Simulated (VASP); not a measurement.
# Ir (P6_3/mmc) in VASP: notebook

Ir is run at these levels: PBEsol+D3(BJ), PBE+D4, PBE; tasks: single point.

Program: VASP 6.6.1. These are calculated values, not measurements. Logs are shortened: lines on timing, memory, paths and dates and some standing lists are left out, and cuts for length are marked.

## (1) The cell of the first run

It takes space group P6_3/mmc (No. 194, hexagonal). The conventional cell has a = 2.700 Å, b = 2.700 Å, c = 4.379 Å, α = 90.00°, β = 90.00°, γ = 120.00°. Ir (site symmetry -6m2) has 12 Ir at 2.69 to 2.70 Å within 3.5 Å.

This isn't the form of Ir at room conditions, which is fcc.

## (2) Single point, PBEsol+D3(BJ)

File INCAR:

```
SYSTEM = Ir
PREC = Accurate
ENCUT = 520
EDIFF = 1E-6
ISMEAR = -1
SIGMA = 0.05
LREAL = .FALSE.
LASPH = .TRUE.
NELM = 60
ALGO = Normal
ISIF = 2
LWAVE = .FALSE.
LCHARG = .FALSE.
GGA = PS
IVDW = 12
NBANDS = 16
```

File KPOINTS:

```
Automatic mesh
0
G
  11 11 6
  0 0 0
```

File POSCAR:

```
Ir
1.0
    2.6999591599      0.0000000000      0.0000000000
   -1.3499795800      2.3382332217      0.0000000000
    0.0000000000      0.0000000000      4.3791468503
Ir
2
Direct
    0.3333333333      0.6666666667      0.2500000000
    0.6666666667      0.3333333333      0.7500000000
```

Potentials or basis: VASP PAW PBE potentials, release 64 (Ir).

The run is started by

```console
$ cat potpaw_PBE.64/Ir/POTCAR > POTCAR
$ mpirun -np 1 vasp_std > vasp.out
```

OUTCAR:

```text
SYSTEM = Ir
   PREC = Accurate
   ENCUT = 520
   EDIFF = 1E-6
   ISMEAR = -1
   LREAL = .FALSE.
   LASPH = .TRUE.
   NELM = 60
   ISIF = 2
   GGA = PS
   IVDW = 12
 IVDW          = 12

 ion  position               nearest neighbor table
   1  0.333  0.667  0.250-   2 2.69   2 2.69   2 2.69   2 2.69   2 2.69   2 2.69
   2  0.667  0.333  0.750-   1 2.69   1 2.69   1 2.69   1 2.69   1 2.69   1 2.69

  LATTYP: Found a hexagonal cell.
 ALAT       =     2.6999591599
 C/A-ratio  =     1.6219307741

  Lattice vectors:

 A1 = (   2.6999591599,   0.0000000000,   0.0000000000)
 A2 = (  -1.3499795800,   2.3382332217,   0.0000000000)
 A3 = (   0.0000000000,   0.0000000000,   4.3791468503)

Analysis of symmetry for initial positions (statically):
=====================================================================
 Subroutine PRICEL returns:
 Original cell was already a primitive cell.

 Routine SETGRP: Setting up the symmetry group for a
 hexagonal supercell.

 Subroutine GETGRP returns: Found 24 space group operations
 (whereof 12 operations were pure point group operations)
 out of a pool of 24 trial point group operations.

The static configuration has the point symmetry D_3d.
 The point group associated with its full space group is D_6h.

Analysis of symmetry for dynamics (positions and initial velocities):
=====================================================================
 Subroutine PRICEL returns:
 Original cell was already a primitive cell.

 Routine SETGRP: Setting up the symmetry group for a
 hexagonal supercell.

 Subroutine GETGRP returns: Found 24 space group operations
 (whereof 12 operations were pure point group operations)
 out of a pool of 24 trial point group operations.

The dynamic configuration has the point symmetry D_3d.
 The point group associated with its full space group is D_6h.

 Subroutine INISYM returns: Found 24 space group operations
 (whereof 12 operations are pure point group operations),
 and found     1 'primitive' translations

----------------------------------------------------------------------------------------

                                     Primitive cell

  volume of cell :      27.6461

  direct lattice vectors                    reciprocal lattice vectors
     2.699959160  0.000000000  0.000000000     0.370375973  0.213836668  0.000000000
    -1.349979580  2.338233222  0.000000000     0.000000000  0.427673335  0.000000000
     0.000000000  0.000000000  4.379146850     0.000000000  0.000000000  0.228354982

  length of vectors
     2.699959160  2.699959160  4.379146850     0.427673335  0.427673335  0.228354982

  position of ions in fractional coordinates (direct lattice)
     0.333333333  0.666666667  0.250000000
     0.666666667  0.333333333  0.750000000

  ion indices of the primitive-cell ions
   primitive index   ion index
                 1           1
                 2           2

----------------------------------------------------------------------------------------

 KPOINTS: Automatic mesh

Automatic generation of k-mesh.
 Grid dimensions read from file:
 generate k-points for:   11   11    6

 Generating k-lattice:

  Cartesian coordinates                     Fractional coordinates (reciprocal lattice)
     0.033670543  0.019439697  0.000000000     0.090909091  0.000000000  0.000000000
     0.000000000  0.038879394  0.000000000     0.000000000  0.090909091  0.000000000
     0.000000000  0.000000000  0.038059164     0.000000000  0.000000000  0.166666667

  Length of vectors
     0.038879394  0.038879394  0.038059164

  Shift w.r.t. Gamma in fractional coordinates (k-lattice)
     0.000000000  0.000000000  0.000000000

 Subroutine IBZKPT returns following result:
 ===========================================

 Found     64 irreducible k-points:

 Following reciprocal coordinates:
            Coordinates               Weight
  0.000000  0.000000  0.000000      1.000000
  0.090909 -0.000000  0.000000      6.000000
  0.181818 -0.000000  0.000000      6.000000
  0.272727  0.000000  0.000000      6.000000
  0.363636  0.000000  0.000000      6.000000
  0.454545 -0.000000  0.000000      6.000000
[... 16 lines left out ...]
  0.090909  0.090909  0.166667     12.000000
  0.181818  0.090909  0.166667     24.000000
 [... further k-points ...]
   k-points           NKPTS =     64   k-points in BZ     NKDIM =     64   number of bands    NBANDS=     16
   number of dos      NEDOS =    301   number of ions     NIONS =      2
   total plane-waves  NPLWV =  14400
   dimension x,y,z NGX =    20 NGY =   20 NGZ =   36
   dimension x,y,z NGXF=    40 NGYF=   40 NGZF=   72
   ions per type =               2
   NGX,Y,Z   is equivalent  to a cutoff of  12.31, 12.31, 13.67 a.u.
   NGXF,Y,Z  is equivalent  to a cutoff of  24.63, 24.63, 27.33 a.u.
 SYSTEM =  Ir
   PREC   = accura    normal or accurate (medium, high low for compatibility)
   ISTART =      0    job   : 0-new  1-cont  2-samecut
   ICHARG =      2    charge: 1-file 2-atom 10-const
   ISPIN  =      1    spin polarized calculation?
   LNONCOLLINEAR =      F non collinear calculations
   LSORBIT =      F    spin-orbit coupling
   LASPH  =      T    aspherical Exc in radial PAW
   ENCUT  =  520.0 eV  38.22 Ry    6.18 a.u.   5.02  5.02  8.14*2*pi/ulx,y,z
   NELM   =     60;   NELMIN=  2; NELMDL= -5     # of ELM steps
   EDIFF  = 0.1E-05   stopping-criterion for ELM
   LREAL  =      F    real-space projection
   EDIFFG = 0.1E-04   stopping-criterion for IOM
   NSW    =      0    number of steps for IOM
   IBRION =     -1    ionic relax: 0-MD 1-quasi-New 2-CG
   NFREE  =      0    steps in history (QN), initial steepest desc. (CG)
   ISIF   =      2    stress and relaxation
   ISYM   =      2    0-nonsym 1-usesym 2-fastsym
   POTIM  = 0.5000    time-step for ionic-motion
   TEBEG  =    0.0;   TEEND  =   0.0 temperature during run
   PSTRESS=    0.0 pullay stress
   NELECT =      18.0000    total number of electrons
   NUPDOWN=      -1.0000    fix difference up-down
   EMIN   =  10.00;   EMAX   =-10.00  energy-range for DOS
   EFERMI =   0.00;   METHOD = LEGACY
   ISMEAR =    -1;   SIGMA  =   0.05  broadening in eV -4-tet -1-fermi 0-gaus
   EFERMI_NEDOS =   21; number of points for ismear=-14 and -15
   IALGO  =     38    algorithm
   IMIX   =      4    mixing-type and parameters
     AMIX     =   0.40;   BMIX     =  1.00
     AMIX_MAG =   1.60;   BMIX_MAG =  1.00
  volume/ion in A,a.u.               =      13.82        93.28
  Fermi-wavevector in a.u.,A,eV,Ry     =   1.418908  2.681347 27.392598  2.013299
  Thomas-Fermi vector in A             =   2.539984
   LORBIT       =      0    0 simple, 1 ext, 2 COOP (PROOUT), +10 PAW based schemes
   GGA     = PS    functional components
   LHFCALC =     F    Hartree Fock is set to
   AEXX    =    0.0000 exact exchange contribution
   IVDW    =    12    specifies the selected vdW correction
   LEPSILON=     F    determine dielectric tensor
   LRPA    =     F    only Hartree local field effects (RPA)
 non-spin polarized calculation
  energy-cutoff  :      520.00
  volume of cell :       27.65
 maximum number of plane-waves:       768
 NGX is ok and might be reduce to    20
   NGX =  9   NGY =  9   NGZ = 17

 number of electron      18.0000001 magnetization

 Free energy of the ion-electron system (eV)
  ---------------------------------------------------
  ext. energy  EPLUGINS =         0.00000000
  ---------------------------------------------------
  free energy    TOTEN  =       -19.44909531 eV

  energy without entropy =      -19.42576273  energy(sigma->0) =      -19.43742902

 E-fermi :  10.7651     XC(G=0): -14.2379

 val. band max:       10.7534993399   @ k =   0.3636   0.1818   0.1667
 cond. band min:      10.7662086170   @ k =   0.2727   0.0909   0.3333
 fundamental gap:      0.0127092771
 Fermi energy:        10.7650690798

 k-point     1 :       0.0000    0.0000    0.0000
  band No.  band energies     occupation
      1      -0.7898      2.00000
      2       2.2865      2.00000
      3       6.6603      2.00000
      4       6.7673      2.00000
      5       6.7673      2.00000
      6       7.4589      2.00000
[... 8 lines left out ...]
     15      27.1739      0.00000
     16      28.3140      0.00000

 k-point     2 :       0.0909   -0.0000    0.0000
  band No.  band energies     occupation
      1      -0.4598      2.00000
      2       2.5790      2.00000
      3       6.2023      2.00000
      4       7.0495      2.00000
      5       7.1349      2.00000
      6       7.3077      2.00000
[... 8 lines left out ...]
     15      27.6023      0.00000
     16      28.8304      0.00000

 k-point     3 :       0.1818   -0.0000    0.0000
  band No.  band energies     occupation
      1       0.4529      2.00000
      2       3.2648      2.00000
      3       5.6721      2.00000
      4       6.3788      2.00000
      5       6.8158      2.00000
      6       7.6149      2.00000
[... 8 lines left out ...]
     15      27.9355      0.00000
     16      28.7926      0.00000

 k-point     4 :       0.2727    0.0000    0.0000
  band No.  band energies     occupation
      1       1.6669      2.00000
      2       3.5611      2.00000
      3       5.0508      2.00000
      4       5.7170      2.00000
      5       6.6494      2.00000
      6       7.1072      2.00000
[... 8 lines left out ...]
     15      26.3808      0.00000
     16      26.3936      0.00000
[... 324 lines left out ...]
 k-point    22 :       0.4545   -0.0000    0.1667
  band No.  band energies     occupation
      1       2.5663      2.00000
      2       3.0230      2.00000
      3       4.3234      2.00000
      4       5.4340      2.00000
      5       6.7340      2.00000
      6       7.6028      2.00000
[... 8 lines left out ...]
     15      23.3441      0.00000
     16      23.9953      0.00000

 k-point    23 :       0.0909    0.0909    0.1667
  band No.  band energies     occupation
      1       0.4565      2.00000
      2       3.1555      2.00000
      3       5.7983      2.00000
      4       6.1651      2.00000
      5       6.7557      2.00000
      6       7.2599      2.00000
[... 8 lines left out ...]
     15      28.0660      0.00000
     16      28.4190      0.00000

 k-point    24 :       0.1818    0.0909    0.1667
  band No.  band energies     occupation
      1       1.4938      2.00000
      2       3.8735      2.00000
      3       5.1766      2.00000
      4       5.4189      2.00000
      5       6.4572      2.00000
      6       7.1119      2.00000
[... 8 lines left out ...]
     15      26.3745      0.00000
     16      27.4980      0.00000

 [... further k-points ...]

------------------------ aborting loop because EDIFF is reached ----------------------------------------

 Edisp (eV)   -1.46319

 E8    (eV) :    -1.0104

  FORCE on cell =-STRESS in cart. coord.  units (eV):
  Direction    XX          YY          ZZ          XY          YZ          ZX
  --------------------------------------------------------------------------------------
  -------------------------------------------------------------------------------------
  Total       0.20161     0.20161     0.21488    -0.00000     0.00000     0.00000
  in kB      11.68418    11.68418    12.45305    -0.00000     0.00000     0.00000
  external pressure =       11.94 kB  Pullay stress =        0.00 kB

 VOLUME and BASIS-vectors are now :
 -----------------------------------------------------------------------------
  energy-cutoff  :      520.00
  volume of cell :       27.65
      direct lattice vectors                 reciprocal lattice vectors
     2.699959160  0.000000000  0.000000000     0.370375973  0.213836668  0.000000000
    -1.349979580  2.338233222  0.000000000     0.000000000  0.427673335  0.000000000
     0.000000000  0.000000000  4.379146850     0.000000000  0.000000000  0.228354982

 POSITION                                       TOTAL-FORCE (eV/Angst)
 -----------------------------------------------------------------------------------
     -0.00000      1.55882      1.09479         0.000000     -0.000000      0.000000
      1.34998      0.77941      3.28436        -0.000000      0.000000      0.000000
 -----------------------------------------------------------------------------------
    total drift:                                0.000000     -0.000000     -0.000000

  FREE ENERGIE OF THE ION-ELECTRON SYSTEM (eV)
  ---------------------------------------------------
  free  energy   TOTEN  =       -20.9122831700 eV

  energy  without entropy=      -20.8889505887  energy(sigma->0) =      -20.90061688
```

Wall time 29 s (1 thread of AMD EPYC 7R13, shared host); peak memory 0.14 GiB.

Results:

```yaml
Free_energy: -20.9123 eV
Pressure: 1.2 GPa
Band_gap_on_the_k_mesh: zero (bands 9 and 10 overlap by 3.40 eV)
Dispersion_energy_per_atom: -0.732 eV
```

Levels at points of the mesh, in eV from the Fermi level:
| k point | band 5 | band 6 | band 7 | band 8 | band 9 | band 10 | band 11 | band 12 | band 13 | band 14 |
| --- | --- | --- | --- | --- | --- | --- | --- | --- | --- | --- |
| (0.00, 0.00, 0.00) | -4.00 | -3.31 | -3.31 | -2.47 | -2.47 | -0.94 | 0.30 | 0.30 | 7.28 | 14.20 |
| (0.00, 0.00, 0.50) | -4.12 | -4.12 | -4.12 | -4.12 | -0.47 | -0.47 | -0.47 | -0.47 | 13.64 | 13.64 |

Caveat: the PAW data sets were made with another functional, which shifts forces and pressure a little; spin-orbit coupling is left out, which moves the levels of the heavy elements.

[end of part 1 of 2]
